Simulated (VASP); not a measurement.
# Ru (P6_3/mmc) in VASP: further runs

The runs below take Ru through relaxation of shape and atoms at fixed volume, with PBEsol.

Program: VASP 6.6.1. These are calculated values, not measurements. Logs are shortened: lines on timing, memory, paths and dates and some standing lists are left out, and cuts for length are marked.

## Step 1: The cell of the first run

Symmetry: P6_3/mmc, No. 194, hexagonal system. The conventional cell has a = 2.716 Å, b = 2.716 Å, c = 4.294 Å, α = 90.00°, β = 90.00°, γ = 120.00°. Ru (site symmetry -6m2) has 12 Ru at 2.66 to 2.72 Å within 3.5 Å.

## Step 2: Relaxation of shape and atoms at fixed volume, PBEsol (13.72 Å³/atom)

File INCAR:

```
SYSTEM = Ru
PREC = Accurate
ENCUT = 600
EDIFF = 1E-6
ISMEAR = 0
SIGMA = 0.1
LREAL = .False.
LASPH = .True.
NELM = 60
ALGO = Fast
ISIF = 4
LWAVE = .False.
LCHARG = .False.
GGA = PS
IBRION = 2
NSW = 50
EDIFFG = -0.01
```

File KPOINTS:

```
Automatic mesh
0
Gamma
  18 18 10
  0 0 0
```

File POSCAR:

```
Ru
1.0
    2.7161546905      0.0000000000      0.0000000000
   -1.3580773453      2.3522589626      0.0000000000
    0.0000000000      0.0000000000      4.2940218926
Ru
2
Direct
    0.3333333333      0.6666666667      0.2500000000
    0.6666666667      0.3333333333      0.7500000000
```

Potentials or basis: VASP PAW PBE potentials, release 64 (Ru_pv).

Command:

```
> cat potpaw_PBE.64/Ru_pv/POTCAR > POTCAR
> mpirun -np 1 vasp_std > vasp.out
```

OUTCAR:

```text
SYSTEM = Ru
   PREC = Accurate
   ENCUT = 600
   EDIFF = 1E-6
   ISMEAR = 0
   LREAL = .False.
   LASPH = .True.
   NELM = 60
   ISIF = 4
   GGA = PS
   IBRION = 2
   NSW = 50
   EDIFFG = -0.01

 ion  position               nearest neighbor table
   1  0.333  0.667  0.250-   2 2.66   2 2.66   2 2.66   2 2.66   2 2.66   2 2.66
   2  0.667  0.333  0.750-   1 2.66   1 2.66   1 2.66   1 2.66   1 2.66   1 2.66

  LATTYP: Found a hexagonal cell.
 ALAT       =     2.7161546905
 C/A-ratio  =     1.5809194917

  Lattice vectors:

 A1 = (   2.7161546905,   0.0000000000,   0.0000000000)
 A2 = (  -1.3580773453,   2.3522589626,   0.0000000000)
 A3 = (   0.0000000000,   0.0000000000,   4.2940218926)

Analysis of symmetry for initial positions (statically):
=====================================================================
 Subroutine PRICEL returns:
 Original cell was already a primitive cell.

 Routine SETGRP: Setting up the symmetry group for a
 hexagonal supercell.

 Subroutine GETGRP returns: Found 24 space group operations
 (whereof 12 operations were pure point group operations)
 out of a pool of 24 trial point group operations.

The static configuration has the point symmetry D_3d.
 The point group associated with its full space group is D_6h.

Analysis of symmetry for dynamics (positions and initial velocities):
=====================================================================
 Subroutine PRICEL returns:
 Original cell was already a primitive cell.

 Routine SETGRP: Setting up the symmetry group for a
 hexagonal supercell.

 Subroutine GETGRP returns: Found 24 space group operations
 (whereof 12 operations were pure point group operations)
 out of a pool of 24 trial point group operations.

The dynamic configuration has the point symmetry D_3d.
 The point group associated with its full space group is D_6h.

 Subroutine INISYM returns: Found 24 space group operations
 (whereof 12 operations are pure point group operations),
 and found     1 'primitive' translations

----------------------------------------------------------------------------------------

                                     Primitive cell

  volume of cell :      27.4349

  direct lattice vectors                    reciprocal lattice vectors
     2.716154690  0.000000000  0.000000000     0.368167543  0.212561630  0.000000000
    -1.358077345  2.352258963  0.000000000     0.000000000  0.425123261  0.000000000
     0.000000000  0.000000000  4.294021893     0.000000000  0.000000000  0.232881905

  length of vectors
     2.716154690  2.716154691  4.294021893     0.425123261  0.425123261  0.232881905

  position of ions in fractional coordinates (direct lattice)
     0.333333333  0.666666667  0.250000000
     0.666666667  0.333333333  0.750000000

  ion indices of the primitive-cell ions
   primitive index   ion index
                 1           1
                 2           2

----------------------------------------------------------------------------------------

 KPOINTS: Automatic mesh

Automatic generation of k-mesh.
 Grid dimensions read from file:
 generate k-points for:   18   18   10

 Generating k-lattice:

  Cartesian coordinates                     Fractional coordinates (reciprocal lattice)
     0.020453752  0.011808979  0.000000000     0.055555556 -0.000000000  0.000000000
     0.000000000  0.023617959  0.000000000     0.000000000  0.055555556  0.000000000
     0.000000000  0.000000000  0.023288191     0.000000000  0.000000000  0.100000000

  Length of vectors
     0.023617959  0.023617959  0.023288191

  Shift w.r.t. Gamma in fractional coordinates (k-lattice)
     0.000000000  0.000000000  0.000000000

 Subroutine IBZKPT returns following result:
 ===========================================

 Found    222 irreducible k-points:

 Following reciprocal coordinates:
            Coordinates               Weight
  0.000000  0.000000  0.000000      1.000000
  0.055556 -0.000000  0.000000      6.000000
  0.111111 -0.000000  0.000000      6.000000
  0.166667 -0.000000  0.000000      6.000000
  0.222222  0.000000  0.000000      6.000000
  0.277778  0.000000  0.000000      6.000000
[... 16 lines left out ...]
  0.333333  0.111111  0.000000     12.000000
  0.388889  0.111111  0.000000     12.000000
 [... further k-points ...]
   k-points           NKPTS =    222   k-points in BZ     NKDIM =    222   number of bands    NBANDS=     18
   number of dos      NEDOS =    301   number of ions     NIONS =      2
   total plane-waves  NPLWV =  20736
   dimension x,y,z NGX =    24 NGY =   24 NGZ =   36
   dimension x,y,z NGXF=    48 NGYF=   48 NGZF=   72
   ions per type =               2
   NGX,Y,Z   is equivalent  to a cutoff of  14.69, 14.69, 13.94 a.u.
   NGXF,Y,Z  is equivalent  to a cutoff of  29.38, 29.38, 27.88 a.u.
 SYSTEM =  Ru
   PREC   = accura    normal or accurate (medium, high low for compatibility)
   ISTART =      0    job   : 0-new  1-cont  2-samecut
   ICHARG =      2    charge: 1-file 2-atom 10-const
   ISPIN  =      1    spin polarized calculation?
   LNONCOLLINEAR =      F non collinear calculations
   LSORBIT =      F    spin-orbit coupling
   LASPH  =      T    aspherical Exc in radial PAW
   ENCUT  =  600.0 eV  44.10 Ry    6.64 a.u.   5.42  5.42  8.58*2*pi/ulx,y,z
   NELM   =     60;   NELMIN=  2; NELMDL= -5     # of ELM steps
   EDIFF  = 0.1E-05   stopping-criterion for ELM
   LREAL  =      F    real-space projection
   EDIFFG = -.1E-01   stopping-criterion for IOM
   NSW    =     50    number of steps for IOM
   IBRION =      2    ionic relax: 0-MD 1-quasi-New 2-CG
   NFREE  =      1    steps in history (QN), initial steepest desc. (CG)
   ISIF   =      4    stress and relaxation
   ISYM   =      2    0-nonsym 1-usesym 2-fastsym
   POTIM  = 0.5000    time-step for ionic-motion
   TEBEG  =    0.0;   TEEND  =   0.0 temperature during run
   PSTRESS=    0.0 pullay stress
   NELECT =      28.0000    total number of electrons
   NUPDOWN=      -1.0000    fix difference up-down
   EMIN   =  10.00;   EMAX   =-10.00  energy-range for DOS
   EFERMI =   0.00;   METHOD = LEGACY
   ISMEAR =     0;   SIGMA  =   0.10  broadening in eV -4-tet -1-fermi 0-gaus
   EFERMI_NEDOS =   21; number of points for ismear=-14 and -15
   IALGO  =     68    algorithm
   IMIX   =      4    mixing-type and parameters
     AMIX     =   0.40;   BMIX     =  1.00
     AMIX_MAG =   1.60;   BMIX_MAG =  1.00
  volume/ion in A,a.u.               =      13.72        92.57
  Fermi-wavevector in a.u.,A,eV,Ry     =   1.648262  3.114763 36.963862  2.716767
  Thomas-Fermi vector in A             =   2.737581
   LORBIT       =      0    0 simple, 1 ext, 2 COOP (PROOUT), +10 PAW based schemes
   GGA     = PS    functional components
   LHFCALC =     F    Hartree Fock is set to
   AEXX    =    0.0000 exact exchange contribution
   IVDW    =     0    specifies the selected vdW correction
   LEPSILON=     F    determine dielectric tensor
   LRPA    =     F    only Hartree local field effects (RPA)
 conjugate gradient relaxation of ions
 non-spin polarized calculation
 RMM-DIIS sequential band-by-band and
 Gauss-broadening in eV      SIGMA  =   0.10
  energy-cutoff  :      600.00
  volume of cell :       27.43
 maximum number of plane-waves:       937
 NGX is ok and might be reduce to    24
   NGX = 11   NGY = 11   NGZ = 17

--------------------------------------- Ionic step        1  -------------------------------------------

 number of electron      28.0000004 magnetization

 Free energy of the ion-electron system (eV)
  ---------------------------------------------------
  ext. energy  EPLUGINS =         0.00000000
  ---------------------------------------------------
  free energy    TOTEN  =       -20.32150270 eV

  energy without entropy =      -20.31227478  energy(sigma->0) =      -20.31688874

------------------------ aborting loop because EDIFF is reached ----------------------------------------

  FORCE on cell =-STRESS in cart. coord.  units (eV):
  Direction    XX          YY          ZZ          XY          YZ          ZX
  --------------------------------------------------------------------------------------
  -------------------------------------------------------------------------------------
  Total       -1.6148789     -1.6148789     -1.7101091      0.0000000      0.0000000     -0.0000000
  in kB      -94.3075910    -94.3075910    -99.8689572      0.0000000      0.0000000     -0.0000000
  external PRESSURE =     -96.1613798 kB  Pullay stress =       0.0000000 kB
[... 57 lines left out ...]
  energy  without entropy=      -20.3122331123  energy(sigma->0) =      -20.31687789

--------------------------------------- Ionic step        3  -------------------------------------------

 number of electron      28.0000004 magnetization

 Free energy of the ion-electron system (eV)
  ---------------------------------------------------
  ext. energy  EPLUGINS =         0.00000000
  ---------------------------------------------------
  free energy    TOTEN  =       -20.32154477 eV

  energy without entropy =      -20.31227635  energy(sigma->0) =      -20.31691056

 E-fermi :  12.5057     XC(G=0): -14.2164

 val. band max:       12.5041560338   @ k =   0.1667   0.1111   0.3000
 cond. band min:      12.5257260928   @ k =   0.2222   0.1111   0.1000
 fundamental gap:      0.0215700590
 Fermi energy:        12.5056773992

 k-point     1 :       0.0000    0.0000    0.0000
  band No.  band energies     occupation
      1     -31.0531      2.00000
      2     -30.1438      2.00000
      3     -30.1438      2.00000
      4     -29.9760      2.00000
      5     -29.9760      2.00000
      6     -29.9356      2.00000
[... 10 lines left out ...]
     17      13.6879      0.00000
     18      13.7621      0.00000
[... 466 lines left out ...]
      2     -30.6396      2.00000
      3     -30.5857      2.00000
      4     -30.4027      2.00000
      5     -30.2201      2.00000
      6     -30.1423      2.00000
[... 10 lines left out ...]
     17      16.1921      0.00000
     18      19.7885      0.00000

 [... further k-points ...]

------------------------ aborting loop because EDIFF is reached ----------------------------------------

  FORCE on cell =-STRESS in cart. coord.  units (eV):
  Direction    XX          YY          ZZ          XY          YZ          ZX
  --------------------------------------------------------------------------------------
  -------------------------------------------------------------------------------------
  Total       -1.6602069     -1.6602069     -1.6487358      0.0000000     -0.0000000      0.0000000
  in kB      -96.9547126    -96.9547126    -96.2848071      0.0000000     -0.0000000      0.0000000
  external PRESSURE =     -96.7314108 kB  Pullay stress =       0.0000000 kB
[... 17 lines left out ...]
  FREE ENERGIE OF THE ION-ELECTRON SYSTEM (eV)
  ---------------------------------------------------
  free  energy   TOTEN  =       -20.3215447704 eV

  energy  without entropy=      -20.3122763507  energy(sigma->0) =      -20.31691056

 reached required accuracy - stopping structural energy minimisation
```

Run time: 93 s. Hardware: 1 thread of AMD EPYC 9R45 (Zen 5), shared host; peak memory 0.21 GiB.

What came out:

| Item | Value |
| --- | --- |
| Free energy | -20.3215 eV |
| Energy gained by relaxing | 0.0 meV/atom |
| Ionic steps | 3 |
| Pressure after relaxing | -9.7 GPa |
| Band gap on the k mesh | zero (bands 14 and 15 overlap by 3.07 eV) |

Final structure:
```
CELL_PARAMETERS angstrom
2.71740 0.00000 0.00000
-1.35870 2.35334 0.00000
0.00000 0.00000 4.29009
ATOMIC_POSITIONS crystal
Ru 0.33333 0.66667 0.25000
Ru 0.66667 0.33333 0.75000
```

Caveat: the PAW data sets were made with another functional, which shifts forces and pressure a little.

## Step 3: Relaxation of shape and atoms at fixed volume, PBEsol (14.12 Å³/atom)

This run uses another cell than the first one, of 14.12 Å³/atom.

File INCAR:

```
PREC = Accurate
ENCUT = 600
EDIFF = 1E-7
ISMEAR = 0
SIGMA = 0.1
LREAL = F
LASPH = T
NELM = 100
ALGO = Fast
ISIF = 4
LWAVE = F
LCHARG = F
GGA = PS
IBRION = 2
NSW = 50
EDIFFG = -0.01
```

File KPOINTS:

```
regular mesh
0
Gamma
  18 18 10
```

File POSCAR:

```
Ru
1.0
    2.7435164839      0.0000000000      0.0000000000
   -1.3717582420      2.3759549708      0.0000000000
    0.0000000000      0.0000000000      4.3313845947
Ru
2
Direct
    0.3333333333      0.6666666667      0.2500000000
    0.6666666667      0.3333333333      0.7500000000
```

Potentials or basis: VASP PAW PBE potentials, release 64 (Ru_pv).

Command:

```
> cat potpaw_PBE.64/Ru_pv/POTCAR > POTCAR
> mpirun -np 1 vasp_std > vasp.out
```

OUTCAR:

```text
PREC = Accurate
   ENCUT = 600
   EDIFF = 1E-7
   ISMEAR = 0
   LREAL = F
   LASPH = T
   NELM = 100
   ISIF = 4
   GGA = PS
   IBRION = 2
   NSW = 50
   EDIFFG = -0.01

 ion  position               nearest neighbor table
   1  0.333  0.667  0.250-   2 2.68   2 2.68   2 2.68   2 2.68   2 2.68   2 2.68
   2  0.667  0.333  0.750-   1 2.68   1 2.68   1 2.68   1 2.68   1 2.68   1 2.68

  LATTYP: Found a hexagonal cell.
 ALAT       =     2.7435164839
 C/A-ratio  =     1.5787711210

  Lattice vectors:

 A1 = (   2.7435164839,   0.0000000000,   0.0000000000)
 A2 = (  -1.3717582420,   2.3759549708,   0.0000000000)
 A3 = (   0.0000000000,   0.0000000000,   4.3313845947)

Analysis of symmetry for initial positions (statically):
=====================================================================
 Subroutine PRICEL returns:
 Original cell was already a primitive cell.

 Routine SETGRP: Setting up the symmetry group for a
 hexagonal supercell.

 Subroutine GETGRP returns: Found 24 space group operations
 (whereof 12 operations were pure point group operations)
 out of a pool of 24 trial point group operations.

The static configuration has the point symmetry D_3d.
 The point group associated with its full space group is D_6h.

Analysis of symmetry for dynamics (positions and initial velocities):
=====================================================================
 Subroutine PRICEL returns:
 Original cell was already a primitive cell.

 Routine SETGRP: Setting up the symmetry group for a
 hexagonal supercell.

 Subroutine GETGRP returns: Found 24 space group operations
 (whereof 12 operations were pure point group operations)
 out of a pool of 24 trial point group operations.

[... 126 lines left out ...]
   GGA     = PS    functional components
   LHFCALC =     F    Hartree Fock is set to
   AEXX    =    0.0000 exact exchange contribution
   IVDW    =     0    specifies the selected vdW correction
   LEPSILON=     F    determine dielectric tensor
   LRPA    =     F    only Hartree local field effects (RPA)
 conjugate gradient relaxation of ions
 non-spin polarized calculation
 RMM-DIIS sequential band-by-band and
 Gauss-broadening in eV      SIGMA  =   0.10
  energy-cutoff  :      600.00
  volume of cell :       28.23
 maximum number of plane-waves:       972
 NGX is ok and might be reduce to    24
   NGX = 11   NGY = 11   NGZ = 17

--------------------------------------- Ionic step        1  -------------------------------------------

 number of electron      28.0000006 magnetization

 Free energy of the ion-electron system (eV)
  ---------------------------------------------------
  ext. energy  EPLUGINS =         0.00000000
  ---------------------------------------------------
  free energy    TOTEN  =       -20.25361138 eV

  energy without entropy =      -20.24396740  energy(sigma->0) =      -20.24878939

------------------------ aborting loop because EDIFF is reached ----------------------------------------

  FORCE on cell =-STRESS in cart. coord.  units (eV):
  Direction    XX          YY          ZZ          XY          YZ          ZX
  --------------------------------------------------------------------------------------
  -------------------------------------------------------------------------------------
  Total       -3.0871634     -3.0871634     -3.1839336      0.0000000      0.0000000      0.0000000
  in kB     -175.1853029   -175.1853029   -180.6766615      0.0000000      0.0000000      0.0000000
  external PRESSURE =    -177.0157558 kB  Pullay stress =       0.0000000 kB
[... 59 lines left out ...]
--------------------------------------- Ionic step        3  -------------------------------------------

 number of electron      28.0000006 magnetization

 Free energy of the ion-electron system (eV)
  ---------------------------------------------------
  ext. energy  EPLUGINS =         0.00000000
  ---------------------------------------------------
  free energy    TOTEN  =       -20.25365809 eV

  energy without entropy =      -20.24397858  energy(sigma->0) =      -20.24881834

 E-fermi :  11.9934     XC(G=0): -14.0397

 val. band max:       11.9902034823   @ k =   0.1667   0.1111   0.3000
 cond. band min:      11.9936659247   @ k =   0.0556   0.0000   0.1000
 fundamental gap:      0.0034624424
 Fermi energy:        11.9933863558

 k-point     1 :       0.0000    0.0000    0.0000
  band No.  band energies     occupation
      1     -31.4636      2.00000
      2     -30.6366      2.00000
      3     -30.6366      2.00000
      4     -30.4822      2.00000
      5     -30.4822      2.00000
      6     -30.4446      2.00000
[... 481 lines left out ...]
      5     -30.7051      2.00000
      6     -30.6323      2.00000
[... 10 lines left out ...]
     17      15.5278      0.00000
     18      19.0339      0.00000

 [... further k-points ...]

------------------------ aborting loop because EDIFF is reached ----------------------------------------

  FORCE on cell =-STRESS in cart. coord.  units (eV):
  Direction    XX          YY          ZZ          XY          YZ          ZX
  --------------------------------------------------------------------------------------
  -------------------------------------------------------------------------------------
  Total       -3.1136283     -3.1136283     -3.1228182      0.0000000     -0.0000000      0.0000000
  in kB     -176.6870918   -176.6870918   -177.2085860      0.0000000     -0.0000000      0.0000000
  external PRESSURE =    -176.8609232 kB  Pullay stress =       0.0000000 kB
[... 17 lines left out ...]
  FREE ENERGIE OF THE ION-ELECTRON SYSTEM (eV)
  ---------------------------------------------------
  free  energy   TOTEN  =       -20.2536580942 eV

  energy  without entropy=      -20.2439785815  energy(sigma->0) =      -20.24881834

 reached required accuracy - stopping structural energy minimisation
```

OSZICAR:

```text
N       E                     dE             d eps       ncg     rms          rms(c)
DAV:   1     0.304333101208E+03    0.30433E+03   -0.19475E+04  7992   0.191E+03
DAV:   2    -0.145433045787E+02   -0.31888E+03   -0.31293E+03  8422   0.519E+02
[... 26 lines left out ...]
DAV:   1    -0.202538353932E+02   -0.19459E-03   -0.67425E-03  8166   0.713E-01    0.803E-02
RMM:   2    -0.202536869716E+02    0.14842E-03   -0.12093E-04  7992   0.100E-01    0.327E-02
RMM:   3    -0.202536572444E+02    0.29727E-04   -0.57826E-05  7992   0.597E-02    0.410E-03
RMM:   4    -0.202536579102E+02   -0.66590E-06   -0.74525E-06  8678   0.200E-02    0.308E-03
RMM:   5    -0.202536580852E+02   -0.17494E-06   -0.18820E-06  8371   0.806E-03    0.382E-03
RMM:   6    -0.202536580942E+02   -0.90222E-08   -0.21279E-07  4809   0.423E-03
   3 F= -.20253658E+02 E0= -.20248818E+02  d E =-.467139E-04
```

CONTCAR:

```text
Ru
   1.00000000000000
     2.7448391504140450    0.0000000000026627    0.0000000000000000
    -1.3724195752547406    2.3771004335967829    0.0000000000000000
     0.0000000000000000    0.0000000000000000    4.3272112375617606
  Ru
     2
Direct
     0.3333333332999970    0.6666666667000030    0.2500000000000000
     0.6666666667000030    0.3333333332999970    0.7500000000000000

  0.00000000E+00  0.00000000E+00  0.00000000E+00
  0.00000000E+00  0.00000000E+00  0.00000000E+00
```

Run time: 2 min. Hardware: 1 thread of AMD EPYC 9R45 (Zen 5), shared host; peak memory 0.21 GiB.

What came out:

| Quantity | Value |
| --- | --- |
| Free energy | -20.2537 eV |
| Energy gained by relaxing | 0.0 meV/atom |
| Ionic steps | 3 |
| Pressure after relaxing | -17.7 GPa |
| Band gap on the k mesh | zero (bands 14 and 15 overlap by 2.95 eV) |

Final structure:
```
Ru
1.0
     2.74484    0.00000    0.00000
    -1.37242    2.37710    0.00000
     0.00000    0.00000    4.32721
Ru
2
Direct
  0.33333 0.66667 0.25000
  0.66667 0.33333 0.75000
```

Caveat: the PAW data sets were made with another functional, which shifts forces and pressure a little.

The gap in the log of VASP goes by the Fermi energy; the results here count the filled bands.